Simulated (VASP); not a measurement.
A run of VASP 6.6.1:

File INCAR:

```
SYSTEM = WC
ALGO = Normal
EDIFF = 1E-6
ENCUT = 520
GGA = PS
ISIF = 2
ISMEAR = -1
LASPH = .TRUE.
LCHARG = .FALSE.
LREAL = .FALSE.
LWAVE = .FALSE.
NBANDS = 16
NELM = 60
PREC = Accurate
SIGMA = 0.15
```

The input KPOINTS:

```
k-points
0
G
  11 11 11
  0 0 0
```

The input POSCAR:

```
WC
1.0
    0.0000000000      2.2215343616      2.2215343616
    2.2215343616      0.0000000000      2.2215343616
    2.2215343616      2.2215343616      0.0000000000
W C
1 1
Direct
    0.0000000000      0.0000000000      0.0000000000
    0.5000000000      0.5000000000      0.5000000000
```

Potentials or basis: VASP PAW PBE potentials, release 64 (W_sv, C).

Command:

```console
$ cat potpaw_PBE.64/W_sv/POTCAR potpaw_PBE.64/C/POTCAR > POTCAR
$ mpirun -np 1 vasp_std > vasp.out
```

Hardware: 1 thread of Intel(R) Xeon(R) Platinum 8559C (Emerald Rapids) (shared host).

Question: How long does it take, and how much memory?

Answer: Run time: 11 s on 1 thread of Intel(R) Xeon(R) Platinum 8559C (Emerald Rapids), on a shared host, peak memory 0.15 GiB. Counts: scf iterations 12, k points 56.
